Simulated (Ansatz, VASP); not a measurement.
**MgPtS3 in VASP and in Ansatz**

```
Mg Pt S
1.0
     3.62481    0.00000    0.00000
     0.00000    3.39115    3.75915
     0.00000   -3.39115    3.75915
Mg Pt S
1 1 3
Direct
  0.00000 0.97102 0.97102
  0.00000 0.33183 0.33183
  0.50000 0.05554 0.51952
  0.50000 0.51952 0.05554
  0.00000 0.64320 0.64320
```

Alike in both runs: functional PBE; k mesh 3 × 2 × 2; occupations gaussian, width 0.15 eV; no spin polarisation.

Ansatz relaxed the structure, and its values are those at the end. VASP's run is a single point on that final structure, the one shown.

|  | VASP | Ansatz |
| --- | --- | --- |
| version | VASP 6.6.1 | Ansatz 0.2.0 |
| potentials or method | VASP PAW PBE potentials, release 64 (Mg, Pt, S), cutoff 600 eV | scalar-relativistic, plane waves, PAW |
| valence electrons in the cell | 30 | 46 |

```tsv
	VASP	Ansatz	Ansatz less VASP
gap on the k mesh at the Fermi level (eV)	none	none	-
pressure (GPa)	-0.2	0.0	+0.21
rms of the force components (eV/Å)	0.029	0.030	+0.0015
```

A gap of «none» marks a metal or a gap that the smearing closes. With one functional, cell and mesh, what is left measures potentials, basis and numerics. VASP's potentials hold 30 valence electrons a cell and Ansatz's 46, so a difference there can come from the potentials and not from the codes.

The k mesh is coarse, so the values compare programs but aren't converged. Neither program's run includes spin-orbit coupling.
